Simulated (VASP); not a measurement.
# Ir (I4/mmm) in VASP: a series of runs

Runs on Ir. Level: PBE. Tasks: single point.

Everything below comes from runs of VASP 6.6.1. Logs are shortened: lines on timing, memory, paths and dates and some standing lists are left out, and cuts for length are marked.

### 1 The cell of the first run

It takes space group I4/mmm (No. 139, tetragonal). The conventional cell has a = 2.819 Å, b = 2.819 Å, c = 3.416 Å, α = 90.00°, β = 90.00°, γ = 90.00°. Within 3.5 Å of Ir (site symmetry 4/mmm) lie 14 Ir at 2.62 to 3.42 Å.

### 2 Single point, PBE (13.57 Å³/atom)

The input, INCAR:

```
SYSTEM = Ir
  ALGO = Normal
  EDIFF = 1E-6
  ENCUT = 520
  GGA = PE
  ISIF = 2
  ISMEAR = 0
  LASPH = .True.
  LCHARG = .False.
  LREAL = .False.
  LWAVE = .False.
  NBANDS = 10
  NELM = 60
  PREC = Accurate
  SIGMA = 0.15
```

The input, KPOINTS:

```
k-points
0
Gamma
  22 22 22
  0 0 0
```

The input, POSCAR:

```
Ir
1.0
    0.0000000000      1.9930027388      1.7078040468
    1.9930027388      0.0000000000      1.7078040468
    1.9930027388      1.9930027388      0.0000000000
Ir
1
Direct
    0.0000000000      0.0000000000      0.0000000000
```

Potentials or basis: VASP PAW PBE potentials, release 64 (Ir).

On the command line:

```bash
$ cat potpaw_PBE.64/Ir/POTCAR > POTCAR
$ mpirun -np 1 vasp_std > vasp.out
```

OUTCAR:

```text
SYSTEM = Ir
   EDIFF = 1E-6
   ENCUT = 520
   GGA = PE
   ISIF = 2
   ISMEAR = 0
   LASPH = .True.
   LREAL = .False.
   NELM = 60
   PREC = Accurate

 ion  position               nearest neighbor table
   1  0.000  0.000  0.000-

  LATTYP: Found a body centered tetragonal cell.
 ALAT       =     2.8185315031
 C/A-ratio  =     1.2118396015

  Lattice vectors:

 A1 = (   0.0000000000,  -1.9930027388,  -1.7078040468)
 A2 = (   0.0000000000,   1.9930027388,  -1.7078040468)
 A3 = (   1.9930027388,   0.0000000000,   1.7078040468)

Analysis of symmetry for initial positions (statically):
=====================================================================
 Subroutine PRICEL returns:
 Original cell was already a primitive cell.

 Routine SETGRP: Setting up the symmetry group for a
 body centered tetragonal supercell.

 Subroutine GETGRP returns: Found 16 space group operations
 (whereof 16 operations were pure point group operations)
 out of a pool of 16 trial point group operations.

The static configuration has the point symmetry D_4h.

Analysis of symmetry for dynamics (positions and initial velocities):
=====================================================================
 Subroutine PRICEL returns:
 Original cell was already a primitive cell.

 Routine SETGRP: Setting up the symmetry group for a
 body centered tetragonal supercell.

 Subroutine GETGRP returns: Found 16 space group operations
 (whereof 16 operations were pure point group operations)
 out of a pool of 16 trial point group operations.

The dynamic configuration has the point symmetry D_4h.

 Subroutine INISYM returns: Found 16 space group operations
 (whereof 16 operations are pure point group operations),
 and found     1 'primitive' translations

----------------------------------------------------------------------------------------

                                     Primitive cell

  volume of cell :      13.5670

  direct lattice vectors                    reciprocal lattice vectors
     0.000000000  1.993002739  1.707804047    -0.250877728  0.250877728  0.292773636
     1.993002739  0.000000000  1.707804047     0.250877728 -0.250877728  0.292773636
     1.993002739  1.993002739  0.000000000     0.250877728  0.250877728 -0.292773636

  length of vectors
     2.624624655  2.624624655  2.818531503     0.459995295  0.459995295  0.459995295

  position of ions in fractional coordinates (direct lattice)
     0.000000000  0.000000000  0.000000000

  ion indices of the primitive-cell ions
   primitive index   ion index
                 1           1

----------------------------------------------------------------------------------------

 KPOINTS: k-points

Automatic generation of k-mesh.
 Grid dimensions read from file:
 generate k-points for:   22   22   22

 Generating k-lattice:

  Cartesian coordinates                     Fractional coordinates (reciprocal lattice)
    -0.011403533  0.011403533  0.013307893     0.045454545 -0.000000000  0.000000000
     0.011403533 -0.011403533  0.013307893    -0.000000000  0.045454545  0.000000000
     0.011403533  0.011403533 -0.013307893     0.000000000  0.000000000  0.045454545

  Length of vectors
     0.020908877  0.020908877  0.020908877

  Shift w.r.t. Gamma in fractional coordinates (k-lattice)
     0.000000000  0.000000000  0.000000000

 Subroutine IBZKPT returns following result:
 ===========================================

 Found    834 irreducible k-points:

 Following reciprocal coordinates:
            Coordinates               Weight
  0.000000  0.000000  0.000000      1.000000
  0.045455  0.000000  0.000000      8.000000
  0.090909  0.000000  0.000000      8.000000
  0.136364  0.000000  0.000000      8.000000
  0.181818  0.000000  0.000000      8.000000
  0.227273  0.000000  0.000000      8.000000
[... 16 lines left out ...]
  0.500000  0.045455  0.000000      8.000000
 -0.454545  0.045455  0.000000      8.000000
 [... further k-points ...]
   k-points           NKPTS =    834   k-points in BZ     NKDIM =    834   number of bands    NBANDS=     10
   number of dos      NEDOS =    301   number of ions     NIONS =      1
   total plane-waves  NPLWV =   9600
   dimension x,y,z NGX =    20 NGY =   20 NGZ =   24
   dimension x,y,z NGXF=    40 NGYF=   40 NGZF=   48
   ions per type =               1
   NGX,Y,Z   is equivalent  to a cutoff of  12.67, 12.67, 14.16 a.u.
   NGXF,Y,Z  is equivalent  to a cutoff of  25.34, 25.34, 28.31 a.u.
 SYSTEM =  Ir
   PREC   = accura    normal or accurate (medium, high low for compatibility)
   ISTART =      0    job   : 0-new  1-cont  2-samecut
   ICHARG =      2    charge: 1-file 2-atom 10-const
   ISPIN  =      1    spin polarized calculation?
   LNONCOLLINEAR =      F non collinear calculations
   LSORBIT =      F    spin-orbit coupling
   LASPH  =      T    aspherical Exc in radial PAW
   ENCUT  =  520.0 eV  38.22 Ry    6.18 a.u.   4.88  4.88  5.24*2*pi/ulx,y,z
   NELM   =     60;   NELMIN=  2; NELMDL= -5     # of ELM steps
   EDIFF  = 0.1E-05   stopping-criterion for ELM
   LREAL  =      F    real-space projection
   EDIFFG = 0.1E-04   stopping-criterion for IOM
   NSW    =      0    number of steps for IOM
   IBRION =     -1    ionic relax: 0-MD 1-quasi-New 2-CG
   NFREE  =      0    steps in history (QN), initial steepest desc. (CG)
   ISIF   =      2    stress and relaxation
   ISYM   =      2    0-nonsym 1-usesym 2-fastsym
   POTIM  = 0.5000    time-step for ionic-motion
   TEBEG  =    0.0;   TEEND  =   0.0 temperature during run
   PSTRESS=    0.0 pullay stress
   NELECT =       9.0000    total number of electrons
   NUPDOWN=      -1.0000    fix difference up-down
   EMIN   =  10.00;   EMAX   =-10.00  energy-range for DOS
   EFERMI =   0.00;   METHOD = LEGACY
   ISMEAR =     0;   SIGMA  =   0.15  broadening in eV -4-tet -1-fermi 0-gaus
   EFERMI_NEDOS =   21; number of points for ismear=-14 and -15
   IALGO  =     38    algorithm
   IMIX   =      4    mixing-type and parameters
     AMIX     =   0.40;   BMIX     =  1.00
     AMIX_MAG =   1.60;   BMIX_MAG =  1.00
  volume/ion in A,a.u.               =      13.57        91.55
  Fermi-wavevector in a.u.,A,eV,Ry     =   1.427779  2.698112 27.736205  2.038554
  Thomas-Fermi vector in A             =   2.547912
   LORBIT       =      0    0 simple, 1 ext, 2 COOP (PROOUT), +10 PAW based schemes
   GGA     = PE    functional components
   LHFCALC =     F    Hartree Fock is set to
   AEXX    =    0.0000 exact exchange contribution
   IVDW    =     0    specifies the selected vdW correction
   LEPSILON=     F    determine dielectric tensor
   LRPA    =     F    only Hartree local field effects (RPA)
 non-spin polarized calculation
 Gauss-broadening in eV      SIGMA  =   0.15
  energy-cutoff  :      520.00
  volume of cell :       13.57
 maximum number of plane-waves:       386
   NGX =  9   NGY =  9   NGZ = 11

 number of electron       9.0000000 magnetization

 Free energy of the ion-electron system (eV)
  ---------------------------------------------------
  ext. energy  EPLUGINS =         0.00000000
  ---------------------------------------------------
  free energy    TOTEN  =        -8.52343559 eV

  energy without entropy =       -8.51143755  energy(sigma->0) =       -8.51743657

 E-fermi :  11.0659     XC(G=0): -14.2319

 val. band max:       11.0618163427   @ k =   0.3182   0.0455   0.1818
 cond. band min:      11.0682564714   @ k =   0.4091   0.0455   0.3182
 fundamental gap:      0.0064401287
 Fermi energy:        11.0659438194

 k-point     1 :       0.0000    0.0000    0.0000
  band No.  band energies     occupation
      1      -0.4232      2.00000
      2       6.5966      2.00000
      3       6.5966      2.00000
      4       8.4402      2.00000
      5       8.4652      2.00000
      6      10.8506      1.95768
      7      25.8372      0.00000
      8      29.5397      0.00000
      9      29.5397      0.00000
     10      35.4289      0.00000

 k-point     2 :       0.0455    0.0000    0.0000
  band No.  band energies     occupation
      1      -0.3255      2.00000
      2       6.5936      2.00000
      3       6.6352      2.00000
      4       8.4225      2.00000
      5       8.4617      2.00000
      6      10.8081      1.98496
      7      26.0036      0.00000
      8      29.4807      0.00000
      9      29.6948      0.00000
     10      34.6895      0.00000

 k-point     3 :       0.0909    0.0000    0.0000
  band No.  band energies     occupation
      1      -0.0393      2.00000
      2       6.5750      2.00000
      3       6.7273      2.00000
      4       8.3891      2.00000
      5       8.4786      2.00000
      6      10.6945      1.99954
      7      26.4673      0.00000
      8      29.1815      0.00000
      9      30.1521      0.00000
     10      34.0063      0.00000

 k-point     4 :       0.1364    0.0000    0.0000
  band No.  band energies     occupation
      1       0.4125      2.00000
      2       6.5259      2.00000
      3       6.8016      2.00000
      4       8.3833      2.00000
      5       8.5962      2.00000
      6      10.5478      2.00000
      7      27.1009      0.00000
      8      28.4970      0.00000
      9      30.8889      0.00000
     10      34.0310      0.00000

 k-point     5 :       0.1818    0.0000    0.0000
  band No.  band energies     occupation
      1       0.9847      2.00000
      2       6.4646      2.00000
      3       6.7798      2.00000
      4       8.4275      2.00000
      5       8.9026      2.00000
      6      10.4215      2.00000
      7      27.2206      0.00000
      8      27.9983      0.00000
      9      31.8701      0.00000
     10      34.6264      0.00000

 k-point     6 :       0.2273    0.0000    0.0000
  band No.  band energies     occupation
      1       1.5971      2.00000
      2       6.4748      2.00000
      3       6.6531      2.00000
      4       8.4924      2.00000
      5       9.4110      2.00000
      6      10.3773      2.00000
      7      26.1524      0.00000
      8      28.1463      0.00000
      9      33.0473      0.00000
     10      35.0814      0.00000

 k-point     7 :       0.2727    0.0000    0.0000
  band No.  band energies     occupation
      1       2.1301      2.00000
      2       6.4682      2.00000
      3       6.6915      2.00000
      4       8.5249      2.00000
      5      10.0680      2.00000
      6      10.4633      2.00000
      7      24.9056      0.00000
      8      27.6585      0.00000
      9      34.3229      0.00000
     10      35.3324      0.00000

 k-point     8 :       0.3182    0.0000    0.0000
  band No.  band energies     occupation
      1       2.4730      2.00000
      2       6.2711      2.00000
      3       7.2200      2.00000
      4       8.5119      2.00000
      5      10.6739      1.99978
      6      10.8040      1.98648
      7      23.5409      0.00000
      8      26.7242      0.00000
      9      34.1707      0.00000
     10      35.7829      0.00000

 k-point     9 :       0.3636   -0.0000    0.0000
  band No.  band energies     occupation
      1       2.6165      2.00000
      2       6.0930      2.00000
      3       7.9650      2.00000
      4       8.5510      2.00000
      5      10.9476      1.73550
      6      11.5415      0.00001
      7      22.0721      0.00000
      8      25.8182      0.00000
      9      32.5866      0.00000
     10      34.9920      0.00000
[... 118 lines left out ...]
 k-point    19 :       0.3182    0.0455    0.0000
  band No.  band energies     occupation
      1       2.5191      2.00000
      2       6.3991      2.00000
      3       6.9360      2.00000
      4       8.5101      2.00000
      5      10.4310      2.00000
      6      10.8980      1.88668
      7      23.7670      0.00000
      8      27.2331      0.00000
      9      33.2920      0.00000
     10      36.1304      0.00000

 k-point    20 :       0.3636    0.0455    0.0000
  band No.  band energies     occupation
      1       2.6937      2.00000
      2       6.2199      2.00000
      3       7.6231      2.00000
      4       8.4324      2.00000
      5      10.8527      1.95559
      6      11.6177      0.00000
      7      22.3612      0.00000
      8      26.2832      0.00000
      9      32.1269      0.00000
     10      35.4855      0.00000

 k-point    21 :       0.4091    0.0455    0.0000
  band No.  band energies     occupation
      1       2.7285      2.00000
      2       6.0720      2.00000
      3       8.2805      2.00000
      4       8.4984      2.00000
      5      11.3652      0.00478
      6      12.2427      0.00000
      7      20.9225      0.00000
      8      25.5359      0.00000
      9      30.9776      0.00000
     10      34.3832      0.00000

 k-point    22 :       0.4545    0.0455    0.0000
  band No.  band energies     occupation
      1       2.7123      2.00000
      2       5.9702      2.00000
      3       8.1749      2.00000
      4       9.2656      2.00000
      5      11.8418      0.00000
      6      12.6664      0.00000
      7      19.6981      0.00000
      8      25.0671      0.00000
      9      30.2153      0.00000
     10      33.5570      0.00000

 k-point    23 :       0.5000    0.0455    0.0000
  band No.  band energies     occupation
      1       2.6985      2.00000
      2       5.9235      2.00000
      3       8.0772      2.00000
      4       9.7661      2.00000
      5      12.0755      0.00000
      6      12.7967      0.00000
      7      19.0760      0.00000
      8      24.8653      0.00000
      9      29.9871      0.00000
     10      33.0964      0.00000

 k-point    24 :      -0.4545    0.0455    0.0000
  band No.  band energies     occupation
      1       2.7058      2.00000
      2       5.9364      2.00000
      3       8.0095      2.00000
      4       9.8018      2.00000
      5      11.9372      0.00000
      6      12.5988      0.00000
      7      19.3562      0.00000
      8      24.9146      0.00000
      9      30.3445      0.00000
     10      33.0230      0.00000

 [... further k-points ...]
[... 5 lines left out ...]
  --------------------------------------------------------------------------------------
  -------------------------------------------------------------------------------------
  Total        1.3675814      1.3675814      5.6937125      0.0000000      0.0000000      0.0000000
  in kB      161.5027549    161.5027549    672.3916153      0.0000000      0.0000000      0.0000000
  external PRESSURE =     331.7990417 kB  Pullay stress =       0.0000000 kB

 VOLUME and BASIS-vectors are now :
 -----------------------------------------------------------------------------
  energy-cutoff  :      520.00
  volume of cell :       13.57
      direct lattice vectors                 reciprocal lattice vectors
     0.000000000  1.993002739  1.707804047    -0.250877728  0.250877728  0.292773636
     1.993002739  0.000000000  1.707804047     0.250877728 -0.250877728  0.292773636
     1.993002739  1.993002739  0.000000000     0.250877728  0.250877728 -0.292773636

 POSITION                                       TOTAL-FORCE (eV/Angst)
 -----------------------------------------------------------------------------------
      0.00000      0.00000      0.00000         0.000000      0.000000      0.000000
 -----------------------------------------------------------------------------------
    total drift:                                0.000000     -0.000000      0.000000

  FREE ENERGIE OF THE ION-ELECTRON SYSTEM (eV)
  ---------------------------------------------------
  free  energy   TOTEN  =        -8.5234355930 eV

  energy  without entropy=       -8.5114375466  energy(sigma->0) =       -8.51743657
```

It took 34 s on 1 thread of Intel Xeon 6975P-C (Granite Rapids), shared host; peak memory 0.24 GiB.

What came out:

| Property | Result |
| --- | --- |
| Free energy | -8.5234 eV |
| Pressure | 33.2 GPa |
| Band gap on the k mesh | zero (an odd number of electrons rules out a gap without spin polarisation) |

Caveat: the cell stands under pressure; spin-orbit coupling is left out, which moves the levels of the heavy elements.

### 3 Single point, PBE (13.57 Å³/atom)

The input, INCAR:

```
SYSTEM = Ir
PREC = Accurate
ENCUT = 520
EDIFF = 1E-7
ISMEAR = 0
SIGMA = 0.15
LREAL = .False.
LASPH = .True.
NELM = 60
ALGO = Normal
ISIF = 2
LWAVE = .False.
LCHARG = .False.
GGA = PE
NBANDS = 10
```

The input, KPOINTS:

```
Automatic mesh
0
Gamma
  22 22 22
  0 0 0
```

The input, POSCAR:

```
Ir
1.0
    0.0000000000      1.9257824357      1.8291081574
    1.9257824357      0.0000000000      1.8291081574
    1.9257824357      1.9257824357      0.0000000000
Ir
1
Direct
    0.0000000000      0.0000000000      0.0000000000
```

Potentials or basis: VASP PAW PBE potentials, release 64 (Ir).

On the command line:

```bash
$ cat potpaw_PBE.64/Ir/POTCAR > POTCAR
$ mpirun -np 1 vasp_std > vasp.out
```

Wall time 34 s (1 thread of Intel Xeon 6975P-C (Granite Rapids), shared host); peak memory 0.23 GiB.

The run converged. Its results:

| Item | Value |
| --- | --- |
| Free energy | -8.7427 eV |
| Pressure | 28.9 GPa |
| Band gap on the k mesh | zero (an odd number of electrons rules out a gap without spin polarisation) |

Stress tensor (GPa, compression positive):
```
22.00  0.00  0.00
 0.00 22.00  0.00
 0.00  0.00 42.82
```

Levels at points of the mesh, in eV from the Fermi level:
| k point | band 1 | band 2 | band 3 | band 4 | band 5 | band 6 | band 7 | band 8 |
| --- | --- | --- | --- | --- | --- | --- | --- | --- |
| (0.00, 0.00, 0.00) | -11.54 | -4.31 | -4.31 | -3.63 | -1.71 | -0.80 | 14.31 | 19.52 |
| (0.50, 0.00, 0.00) | -8.52 | -4.60 | -3.83 | -0.83 | 0.79 | 1.22 | 7.77 | 13.77 |
| (0.50, 0.50, 0.00) | -8.34 | -7.83 | 0.94 | 1.67 | 1.67 | 2.52 | 11.32 | 11.32 |
| (0.50, 0.00, 0.50) | -8.40 | -7.73 | 0.95 | 1.27 | 1.36 | 1.94 | 10.68 | 11.95 |

Caveat: the cell stands under pressure; spin-orbit coupling is left out, which moves the levels of the heavy elements.
